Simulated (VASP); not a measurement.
# Ti (Im-3m) in VASP: a series of runs

The runs below take Ti through single point, with PBE.

Everything below comes from runs of VASP 6.6.1. Logs are shortened: lines on timing, memory, paths and dates and some standing lists are left out, and cuts for length are marked.

### Step 1. The cell of the first run

It takes space group Im-3m (No. 229, cubic). The conventional cell has a = 3.223 Å, b = 3.223 Å, c = 3.223 Å, α = 90.00°, β = 90.00°, γ = 90.00°. Ti (site symmetry m-3m) has 14 Ti at 2.79 to 3.22 Å within 3.7 Å.

### Step 2. Single point, PBE (volume scaled by 0.97)

File INCAR:

```
SYSTEM = Ti
PREC = Accurate
ENCUT = 520
EDIFF = 1E-6
ISMEAR = 0
SIGMA = 0.1
LREAL = .False.
LASPH = .True.
NELM = 80
ALGO = Normal
ISIF = 2
LWAVE = .False.
LCHARG = .True.
GGA = PE
LELF = .True.
LVHAR = .True.
NBANDS = 12
```

File KPOINTS:

```
Automatic mesh
0
Gamma
  18 18 18
  0 0 0
```

File POSCAR:

```
Ti
1.0
   -1.6113096923      1.6113096923      1.6113096923
    1.6113096923     -1.6113096923      1.6113096923
    1.6113096923      1.6113096923     -1.6113096923
Ti
1
Direct
    0.0000000000      0.0000000000      0.0000000000
```

Potentials or basis: VASP PAW PBE potentials, release 64 (Ti_sv).

The run is started by

```
$ cat potpaw_PBE.64/Ti_sv/POTCAR > POTCAR
$ mpirun -np 1 vasp_std > vasp.out
```

OUTCAR:

```text
SYSTEM = Ti
   PREC = Accurate
   ENCUT = 520
   EDIFF = 1E-6
   ISMEAR = 0
   LREAL = .False.
   LASPH = .True.
   NELM = 80
   ISIF = 2
   GGA = PE

 ion  position               nearest neighbor table
   1  0.000  0.000  0.000-

  LATTYP: Found a body centered cubic cell.
 ALAT       =     3.2226193846

  Lattice vectors:

 A1 = (  -1.6113096923,   1.6113096923,   1.6113096923)
 A2 = (   1.6113096923,  -1.6113096923,   1.6113096923)
 A3 = (   1.6113096923,   1.6113096923,  -1.6113096923)

Analysis of symmetry for initial positions (statically):
=====================================================================
 Subroutine PRICEL returns:
 Original cell was already a primitive cell.

 Routine SETGRP: Setting up the symmetry group for a
 body centered cubic supercell.

 Subroutine GETGRP returns: Found 48 space group operations
 (whereof 48 operations were pure point group operations)
 out of a pool of 48 trial point group operations.

The static configuration has the point symmetry O_h .

Analysis of symmetry for dynamics (positions and initial velocities):
=====================================================================
 Subroutine PRICEL returns:
 Original cell was already a primitive cell.

 Routine SETGRP: Setting up the symmetry group for a
 body centered cubic supercell.

 Subroutine GETGRP returns: Found 48 space group operations
 (whereof 48 operations were pure point group operations)
 out of a pool of 48 trial point group operations.

The dynamic configuration has the point symmetry O_h .

 Subroutine INISYM returns: Found 48 space group operations
 (whereof 48 operations are pure point group operations),
 and found     1 'primitive' translations

----------------------------------------------------------------------------------------

                                     Primitive cell

  volume of cell :      16.7339

  direct lattice vectors                    reciprocal lattice vectors
    -1.611309692  1.611309692  1.611309692     0.000000000  0.310306580  0.310306580
     1.611309692 -1.611309692  1.611309692     0.310306580  0.000000000  0.310306580
     1.611309692  1.611309692 -1.611309692     0.310306580  0.310306580  0.000000000

  length of vectors
     2.790870254  2.790870254  2.790870254     0.438839774  0.438839774  0.438839774

  position of ions in fractional coordinates (direct lattice)
     0.000000000  0.000000000  0.000000000

  ion indices of the primitive-cell ions
   primitive index   ion index
                 1           1

----------------------------------------------------------------------------------------

 KPOINTS: Automatic mesh

Automatic generation of k-mesh.
 Grid dimensions read from file:
 generate k-points for:   18   18   18

 Generating k-lattice:

  Cartesian coordinates                     Fractional coordinates (reciprocal lattice)
     0.000000000  0.017239254  0.017239254     0.055555556  0.000000000  0.000000000
     0.017239254  0.000000000  0.017239254     0.000000000  0.055555556  0.000000000
     0.017239254  0.017239254  0.000000000     0.000000000  0.000000000  0.055555556

  Length of vectors
     0.024379987  0.024379987  0.024379987

  Shift w.r.t. Gamma in fractional coordinates (k-lattice)
     0.000000000  0.000000000  0.000000000

 Subroutine IBZKPT returns following result:
 ===========================================

 Found    195 irreducible k-points:

 Following reciprocal coordinates:
            Coordinates               Weight
  0.000000  0.000000  0.000000      1.000000
  0.055556  0.000000  0.000000     12.000000
  0.111111  0.000000  0.000000     12.000000
  0.166667  0.000000  0.000000     12.000000
  0.222222  0.000000  0.000000     12.000000
  0.277778  0.000000  0.000000     12.000000
[... 16 lines left out ...]
  0.333333  0.111111  0.000000     48.000000
  0.388889  0.111111  0.000000     48.000000
 [... further k-points ...]
   k-points           NKPTS =    195   k-points in BZ     NKDIM =    195   number of bands    NBANDS=     12
   number of dos      NEDOS =    301   number of ions     NIONS =      1
   total plane-waves  NPLWV =  13824
   dimension x,y,z NGX =    24 NGY =   24 NGZ =   24
   dimension x,y,z NGXF=    48 NGYF=   48 NGZF=   48
   ions per type =               1
   NGX,Y,Z   is equivalent  to a cutoff of  14.30, 14.30, 14.30 a.u.
   NGXF,Y,Z  is equivalent  to a cutoff of  28.59, 28.59, 28.59 a.u.
 SYSTEM =  Ti
   PREC   = accura    normal or accurate (medium, high low for compatibility)
   ISTART =      0    job   : 0-new  1-cont  2-samecut
   ICHARG =      2    charge: 1-file 2-atom 10-const
   ISPIN  =      1    spin polarized calculation?
   LNONCOLLINEAR =      F non collinear calculations
   LSORBIT =      F    spin-orbit coupling
   LASPH  =      T    aspherical Exc in radial PAW
   ENCUT  =  520.0 eV  38.22 Ry    6.18 a.u.   5.19  5.19  5.19*2*pi/ulx,y,z
   NELM   =     80;   NELMIN=  2; NELMDL= -5     # of ELM steps
   EDIFF  = 0.1E-05   stopping-criterion for ELM
   LREAL  =      F    real-space projection
   EDIFFG = 0.1E-04   stopping-criterion for IOM
   NSW    =      0    number of steps for IOM
   IBRION =     -1    ionic relax: 0-MD 1-quasi-New 2-CG
   NFREE  =      0    steps in history (QN), initial steepest desc. (CG)
   ISIF   =      2    stress and relaxation
   ISYM   =      2    0-nonsym 1-usesym 2-fastsym
   POTIM  = 0.5000    time-step for ionic-motion
   TEBEG  =    0.0;   TEEND  =   0.0 temperature during run
   PSTRESS=    0.0 pullay stress
   NELECT =      12.0000    total number of electrons
   NUPDOWN=      -1.0000    fix difference up-down
   EMIN   =  10.00;   EMAX   =-10.00  energy-range for DOS
   EFERMI =   0.00;   METHOD = LEGACY
   ISMEAR =     0;   SIGMA  =   0.10  broadening in eV -4-tet -1-fermi 0-gaus
   EFERMI_NEDOS =   21; number of points for ismear=-14 and -15
   IALGO  =     38    algorithm
   IMIX   =      4    mixing-type and parameters
     AMIX     =   0.40;   BMIX     =  1.00
     AMIX_MAG =   1.60;   BMIX_MAG =  1.00
  volume/ion in A,a.u.               =      16.73       112.93
  Fermi-wavevector in a.u.,A,eV,Ry     =   1.465333  2.769077 29.214427  2.147200
  Thomas-Fermi vector in A             =   2.581202
   LORBIT       =      0    0 simple, 1 ext, 2 COOP (PROOUT), +10 PAW based schemes
   GGA     = PE    functional components
   LHFCALC =     F    Hartree Fock is set to
   AEXX    =    0.0000 exact exchange contribution
   IVDW    =     0    specifies the selected vdW correction
   LEPSILON=     F    determine dielectric tensor
   LRPA    =     F    only Hartree local field effects (RPA)
 non-spin polarized calculation
 Gauss-broadening in eV      SIGMA  =   0.10
  energy-cutoff  :      520.00
  volume of cell :       16.73
 maximum number of plane-waves:       468
 NGX is ok and might be reduce to    24
   NGX = 11   NGY = 11   NGZ = 11

 number of electron      11.9999998 magnetization

 Free energy of the ion-electron system (eV)
  ---------------------------------------------------
  ext. energy  EPLUGINS =         0.00000000
  ---------------------------------------------------
  free energy    TOTEN  =        -7.72583112 eV

  energy without entropy =       -7.71481126  energy(sigma->0) =       -7.72032119

 E-fermi :   8.4783     XC(G=0): -11.6698

 val. band max:        8.4737880911   @ k =  -0.2222   0.3333   0.1111
 cond. band min:       8.4880871845   @ k =   0.2778   0.1111   0.0556
 fundamental gap:      0.0142990933
 Fermi energy:         8.4783431002

 k-point     1 :       0.0000    0.0000    0.0000
  band No.  band energies     occupation
      1     -47.9828      2.00000
      2     -23.7933      2.00000
      3     -23.7933      2.00000
      4     -23.7933      2.00000
      5       2.4454      2.00000
      6       9.4988      0.00000
      7       9.4988      0.00000
      8       9.4988      0.00000
      9      11.3378      0.00000
     10      11.3378      0.00000
     11      26.1569      0.00000
     12      26.1569      0.00000

 k-point     2 :       0.0556    0.0000    0.0000
  band No.  band energies     occupation
      1     -47.9783      2.00000
      2     -23.8172      2.00000
      3     -23.8006      2.00000
      4     -23.7935      2.00000
      5       2.5552      2.00000
      6       9.4475      0.00000
      7       9.4852      0.00000
      8       9.5795      0.00000
      9      11.2764      0.00000
     10      11.3407      0.00000
     11      26.0103      0.00000
     12      26.1533      0.00000

 k-point     3 :       0.1111    0.0000    0.0000
  band No.  band energies     occupation
      1     -47.9652      2.00000
      2     -23.8856      2.00000
      3     -23.8215      2.00000
      4     -23.7939      2.00000
      5       2.8765      2.00000
      6       9.3030      0.00000
      7       9.4252      0.00000
      8       9.8171      0.00000
      9      11.1363      0.00000
     10      11.3515      0.00000
     11      25.5320      0.00000
     12      26.0552      0.00000

 k-point     4 :       0.1667    0.0000    0.0000
  band No.  band energies     occupation
      1     -47.9451      2.00000
      2     -23.9893      2.00000
      3     -23.8533      2.00000
      4     -23.7947      2.00000
      5       3.3838      2.00000
      6       9.0904      0.00000
      7       9.2797      0.00000
      8      10.1975      0.00000
      9      11.0212      0.00000
     10      11.3755      0.00000
     11      24.6566      0.00000
     12      25.6724      0.00000

 k-point     5 :       0.2222    0.0000    0.0000
  band No.  band energies     occupation
      1     -47.9203      2.00000
      2     -24.1146      2.00000
      3     -23.8922      2.00000
      4     -23.7956      2.00000
      5       4.0288      2.00000
      6       8.8424      0.00000
      7       9.0560      0.00000
      8      10.6956      0.00000
      9      11.0067      0.00000
     10      11.4173      0.00000
     11      23.4075      0.00000
     12      24.9693      0.00000
[... 228 lines left out ...]
      1     -47.8856      2.00000
      2     -24.2633      2.00000
      3     -23.9407      2.00000
      4     -23.8259      2.00000
      5       4.9953      2.00000
      6       8.5389      0.39173
      7       8.6820      0.00397
      8      10.9216      0.00000
      9      11.5563      0.00000
     10      11.6512      0.00000
     11      22.0127      0.00000
     12      23.5004      0.00000

 k-point    22 :       0.2778    0.1111    0.0000
  band No.  band energies     occupation
      1     -47.8621      2.00000
      2     -24.3662      2.00000
      3     -23.9869      2.00000
      4     -23.8282      2.00000
      5       5.6150      2.00000
      6       8.3312      1.96262
      7       8.6111      0.06037
      8      11.0520      0.00000
      9      11.6758      0.00000
     10      12.2311      0.00000
     11      20.4849      0.00000
     12      22.8128      0.00000

 k-point    23 :       0.3333    0.1111    0.0000
  band No.  band energies     occupation
      1     -47.8429      2.00000
      2     -24.4487      2.00000
      3     -24.0252      2.00000
      4     -23.8298      2.00000
      5       6.0130      2.00000
      6       8.1866      1.99996
      7       8.7697      0.00004
      8      11.1869      0.00000
      9      11.7466      0.00000
     10      12.8263      0.00000
     11      19.0755      0.00000
     12      22.2574      0.00000

 k-point    24 :       0.3889    0.1111    0.0000
  band No.  band energies     occupation
      1     -47.8302      2.00000
      2     -24.5019      2.00000
      3     -24.0502      2.00000
      4     -23.8307      2.00000
      5       6.1717      2.00000
      6       8.0961      2.00000
      7       9.0707      0.00000
      8      11.2604      0.00000
      9      11.8346      0.00000
     10      13.2882      0.00000
     11      18.0141      0.00000
     12      21.8921      0.00000

 [... further k-points ...]

------------------------ aborting loop because EDIFF is reached ----------------------------------------

  FORCE on cell =-STRESS in cart. coord.  units (eV):
  Direction    XX          YY          ZZ          XY          YZ          ZX
  --------------------------------------------------------------------------------------
  -------------------------------------------------------------------------------------
  Total        0.3279161      0.3279161      0.3279161     -0.0000000     -0.0000000     -0.0000000
  in kB       31.3961385     31.3961385     31.3961385     -0.0000000     -0.0000000     -0.0000000
  external PRESSURE =      31.3961385 kB  Pullay stress =       0.0000000 kB

 VOLUME and BASIS-vectors are now :
 -----------------------------------------------------------------------------
  energy-cutoff  :      520.00
  volume of cell :       16.73
      direct lattice vectors                 reciprocal lattice vectors
    -1.611309692  1.611309692  1.611309692     0.000000000  0.310306580  0.310306580
     1.611309692 -1.611309692  1.611309692     0.310306580  0.000000000  0.310306580
     1.611309692  1.611309692 -1.611309692     0.310306580  0.310306580  0.000000000

 POSITION                                       TOTAL-FORCE (eV/Angst)
 -----------------------------------------------------------------------------------
      0.00000      0.00000      0.00000         0.000000     -0.000000      0.000000
 -----------------------------------------------------------------------------------
    total drift:                                0.000000      0.000000      0.000000

  FREE ENERGIE OF THE ION-ELECTRON SYSTEM (eV)
  ---------------------------------------------------
  free  energy   TOTEN  =        -7.7258311234 eV

  energy  without entropy=       -7.7148112622  energy(sigma->0) =       -7.72032119
```

It took 20 s on 1 thread of AMD EPYC 9R45 (Zen 5), shared host; peak memory 0.14 GiB.

What came out:

- Free energy: -7.7258 eV
- Pressure: 3.1 GPa
- Band gap on the k mesh: zero (band 6 reaches 9.50 eV, above the bottom of band 7 at 7.89 eV)

### Step 3. Single point, PBE (volume scaled by 1.03)

File INCAR:

```
PREC     = Accurate       # precision mode
ENCUT    = 520            # plane-wave cutoff, eV
EDIFF    = 1E-6           # SCF threshold, eV
ISMEAR   = 0              # smearing method
SIGMA    = 0.1            # smearing width, eV
LREAL    = F              # projectors in reciprocal space
LASPH    = T              # aspherical terms in the spheres
NELM     = 80             # most SCF steps
ALGO     = Fast           # electronic algorithm
ISIF     = 2              # what is computed and relaxed
LWAVE    = F              # write WAVECAR
LCHARG   = F              # write CHGCAR
GGA      = PE             # functional
NBANDS   = 12             # bands
```

File KPOINTS:

```
regular mesh
0
Gamma
  18 18 18
```

File POSCAR:

```
Ti
1.0
   -1.6438701758      1.6438701758      1.6438701758
    1.6438701758     -1.6438701758      1.6438701758
    1.6438701758      1.6438701758     -1.6438701758
Ti
1
Direct
    0.0000000000      0.0000000000      0.0000000000
```

Potentials or basis: VASP PAW PBE potentials, release 64 (Ti_sv).

The run is started by

```
$ cat potpaw_PBE.64/Ti_sv/POTCAR > POTCAR
$ mpirun -np 1 vasp_std > vasp.out
```

Wall time 40 s (1 thread of AMD EPYC 9R45 (Zen 5), shared host); peak memory 0.13 GiB.

It converged, with:

| Item | Value |
| --- | --- |
| Free energy | -7.7251 eV |
| Pressure | -3.3 GPa |
| Band gap on the k mesh | zero (band 6 reaches 8.82 eV, above the bottom of band 7 at 7.25 eV) |

Levels at points of the mesh, in eV from the Fermi level:
```
           k point  band 3  band 4  band 5  band 6  band 7  band 8  band 9  band 10
(0.00, 0.00, 0.00)  -32.46  -32.46   -5.90    0.96    0.96    0.96    2.67     2.67
(0.50, 0.00, 0.00)  -32.66  -32.47   -2.40   -0.38    1.07    2.66    3.00     4.14
(0.50, 0.50, 0.50)  -32.89  -32.89   -2.03   -2.03    3.80    3.80    3.80     8.19
```

### Step 4. Single point, PBE (volume scaled by 1.06)

File INCAR:

```
ALGO = Fast
EDIFF = 1E-6
ENCUT = 520
GGA = PE
ISIF = 2
ISMEAR = 0
LASPH = True
LCHARG = False
LREAL = False
LWAVE = False
NBANDS = 12
NELM = 80
PREC = Accurate
SIGMA = 0.1
```

File KPOINTS:

```
k-points
0
Gamma
  18 18 18
```

File POSCAR:

```
Ti
1.0
   -1.6596775895      1.6596775895      1.6596775895
    1.6596775895     -1.6596775895      1.6596775895
    1.6596775895      1.6596775895     -1.6596775895
Ti
1
Direct
    0.0000000000      0.0000000000      0.0000000000
```

The run is started by

```
$ cat potpaw_PBE.64/Ti_sv/POTCAR > POTCAR
$ mpirun -np 1 vasp_std > vasp.out
```

Run time: 41 s. Hardware: 1 thread of AMD EPYC 9R45 (Zen 5), shared host; peak memory 0.13 GiB.

Results (log left out):

```yaml
Free_energy: -7.7106 eV
Pressure: -6.0 GPa
Band_gap_on_the_k_mesh: zero (band 6 reaches 8.50 eV, above the bottom of band 7 at 6.96 eV)
```

Levels at points of the mesh, in eV from the Fermi level:
| k point | band 4 | band 5 | band 6 | band 7 | band 8 | band 9 |
| --- | --- | --- | --- | --- | --- | --- |
| (0.00, 0.00, 0.00) | -32.55 | -5.84 | 0.94 | 0.94 | 0.94 | 2.58 |
| (0.50, 0.00, 0.00) | -32.55 | -2.33 | -0.35 | 0.99 | 2.56 | 2.89 |
| (0.50, 0.50, 0.50) | -32.94 | -1.94 | -1.94 | 3.66 | 3.66 | 3.66 |

### Step 5. Overview

```csv
cell,gap on the mesh (eV),pressure (GPa)
"a = 2.791 Å, angles 109.5°, 1 atom",none,3.1
"a = 2.847 Å, angles 109.5°, 1 atom",none,-3.3
"a = 2.875 Å, angles 109.5°, 1 atom",none,-6.0
```

Alike in all rows: task single point; level PBE; potentials or basis VASP PAW PBE potentials, release 64 (Ti_sv); no spin polarisation; k mesh 18 × 18 × 18; cutoff (eV) 520; smearing gaussian 0.1 eV.

Total energies depend on the potentials used, so only differences within one code and one set of settings carry meaning.
